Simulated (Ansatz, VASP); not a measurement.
**Rb in VASP and in Ansatz**

The input INCAR:

```
SYSTEM = Rb
PREC = Accurate
ENCUT = 600
EDIFF = 1E-6
ISMEAR = 0
SIGMA = 0.1
LREAL = .FALSE.
LASPH = .TRUE.
NELM = 100
ALGO = Fast
ISIF = 3
LWAVE = .FALSE.
LCHARG = .FALSE.
GGA = PS
IBRION = 2
NSW = 100
EDIFFG = -0.005
```

The input KPOINTS:

```
Automatic mesh
0
G
  10 10 10
  0 0 0
```

The input POSCAR:

```
Rb
1.0
    0.0000000000      3.5158388032      3.5158388032
    3.5158388032      0.0000000000      3.5158388032
    3.5158388032      3.5158388032      0.0000000000
Rb
1
Direct
    0.0000000000      0.0000000000      0.0000000000
```

Input for Ansatz:

```yaml
crystal:
  lattice:
    - [0.0, 3.5158388032, 3.5158388032]
    - [3.5158388032, 0.0, 3.5158388032]
    - [3.5158388032, 3.5158388032, 0.0]
  atoms:
    - { symbol: Rb, position: [0.0, 0.0, 0.0] }
basis:
  ecutwfc: 420
kpoints:
  mp_grid: { grid: [10, 10, 10] }
hamiltonian:
  xc: pbesol
scf:
  occupations: { method: gaussian, width: 0.1 }
output:
  forces: true
  stress: true
  eigenvalues: true
  write_density: true
  write_potential: true
  elf: true
  volumetric_format: npy
relax:
  adjacent_minimum: "off"
  f_tol: 0.005
  max_steps: 80
  cell: { stress_tol: 0.05 }
```

Alike in both runs: task relaxation of cell and atoms; functional PBEsol; k mesh 10 × 10 × 10; occupations gaussian, width 0.1 eV; no spin polarisation.

|  | VASP | Ansatz |
| --- | --- | --- |
| version | VASP 6.6.1 | Ansatz 0.2.0 |
| potentials or method | VASP PAW PBE potentials, release 64 (Rb_sv), cutoff 600 eV | scalar-relativistic, plane waves, PAW |
| valence electrons in the cell | 9 | 9 |

|  | VASP | Ansatz | Ansatz less VASP |
| --- | --- | --- | --- |
| gap on the k mesh at the Fermi level, each at its own relaxed structure (eV) | none | none | - |
| relaxed volume (Å³/atom) | 86.82 | 86.92 | +0.098 |
| relaxed cell length with the largest relative difference (Å) | 4.970 | 4.972 | +0.0019 |

VASP's potentials were made for PBE, not for PBEsol. A gap of «none» marks a metal or a gap that the smearing closes.
